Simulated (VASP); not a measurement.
Wanted: the native input for a VASP 6.6.1 run.

```
Task                   : single point
Functional             : RPBE
Potentials or basis    : VASP PAW PBE potentials, release 64 (P)
Cutoff                 : 520 eV
k mesh                 : 7 × 7 × 7
Occupations            : fermi-dirac, width 0.1 eV
Spin                   : no spin polarisation
Dipole correction      : no
Further INCAR settings : ALGO = Normal; EDIFF = 1e-07; NBANDS = 30
```

The structure of P lies in POSCAR:

```
P
1.0
    4.9253085523      0.0000000000      0.0000000000
    0.0000000000      4.9253085523      0.0000000000
    0.0000000000      0.0000000000      4.9253085523
P
8
Direct
    0.0000000000      0.0000000000      0.0000000000
    0.5000000000      0.5000000000      0.5000000000
    0.2500000000      0.0000000000      0.5000000000
    0.7500000000      0.0000000000      0.5000000000
    0.5000000000      0.2500000000      0.0000000000
    0.5000000000      0.7500000000      0.0000000000
    1.0000000000      0.5000000000      0.2500000000
    1.0000000000      0.5000000000      0.7500000000
```

These files were run (other wordings do the same):

INCAR

```
SYSTEM = P
PREC = Accurate ; ENCUT = 520
EDIFF = 1E-7 ; ISMEAR = -1
SIGMA = 0.1 ; LREAL = .FALSE.
LASPH = .TRUE. ; NELM = 100
ALGO = Normal ; ISIF = 2
LWAVE = .FALSE. ; LCHARG = .FALSE.
GGA = RP ; NBANDS = 30
```

KPOINTS

```
Automatic mesh
0
G
  7 7 7
  0 0 0
```

Potentials or basis: VASP PAW PBE potentials, release 64 (P).

Command:

```bash
$ cat potpaw_PBE.64/P/POTCAR > POTCAR
$ mpirun -np 1 vasp_std > vasp.out
```

It gave:

| Property | Result |
| --- | --- |
| Pressure | -0.2 GPa |
| Band gap on the k mesh | zero (bands 20 and 21 overlap by 1.18 eV) |

Caveat: the PAW data sets were made with another functional, which shifts forces and pressure a little.

It took 89 s on 1 thread of AMD EPYC 7R13 (shared host), peak memory 0.21 GiB.
